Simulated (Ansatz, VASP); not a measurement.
## Cu: VASP beside Ansatz

INCAR

```
ALGO = Fast ; EDIFF = 1E-7
ENCUT = 520 ; GGA = PS
ISIF = 2 ; ISMEAR = 0
LASPH = True ; LCHARG = False
LREAL = False ; LWAVE = False
NBANDS = 24 ; NELM = 80
PREC = Accurate ; SIGMA = 0.1
```

File KPOINTS:

```
k-points
0
Gamma
  30 30 14
```

Contents of POSCAR:

```
Cu
1.0
    2.5221041493      0.0000000000      0.0000000000
   -1.2610520747      2.1842062643      0.0000000000
    0.0000000000      0.0000000000      6.1629787486
Cu
3
Direct
    0.0000000000      0.0000000000      0.0000000000
    0.3333333333      0.6666666667      0.3333333333
    0.6666666667      0.3333333333      0.6666666667
```

Input for Ansatz:

```yaml
crystal:
  lattice:
    - [2.5221041493, 0.0, 0.0]
    - [-1.2610520747, 2.1842062643, 0.0]
    - [0.0, 0.0, 6.1629787486]
  atoms:
    - { symbol: Cu, position: [0.0, 0.0, 0.0] }
    - { symbol: Cu, position: [0.3333333333, 0.6666666667, 0.3333333333] }
    - { symbol: Cu, position: [0.6666666667, 0.3333333333, 0.6666666667] }
basis:
  ecutwfc: 420
kpoints:
  mp_grid: { grid: [30, 30, 14] }
hamiltonian:
  xc: pbesol
scf:
  occupations: { method: gaussian, width: 0.1 }
output:
  forces: true
  stress: true
  eigenvalues: true
```

Alike in both runs: task single point; functional PBEsol; k mesh 30 × 30 × 14; occupations gaussian, width 0.1 eV; no spin polarisation.

|  | VASP | Ansatz |
| --- | --- | --- |
| version | VASP 6.6.1 | Ansatz 0.2.0 |
| potentials or method | VASP PAW PBE potentials, release 64 (Cu), cutoff 520 eV | scalar-relativistic, plane waves, PAW |
| valence electrons in the cell | 33 | 57 |

Ansatz gave:

- gap on the k mesh at the Fermi level (eV): none
- pressure (GPa): -0.1
- traceless stress, the component that is largest in VASP (GPa): 0.37

Problem. What did VASP give for the same quantities?

Solution. gap on the k mesh at the Fermi level (eV): none; pressure (GPa): 0.6; traceless stress, the component that is largest in VASP (GPa): 0.39.

VASP's potentials were made for PBE, not for PBEsol. A gap of «none» marks a metal or a gap that the smearing closes. VASP's potentials hold 33 valence electrons a cell and Ansatz's 57, so a difference there can come from the potentials and not from the codes.
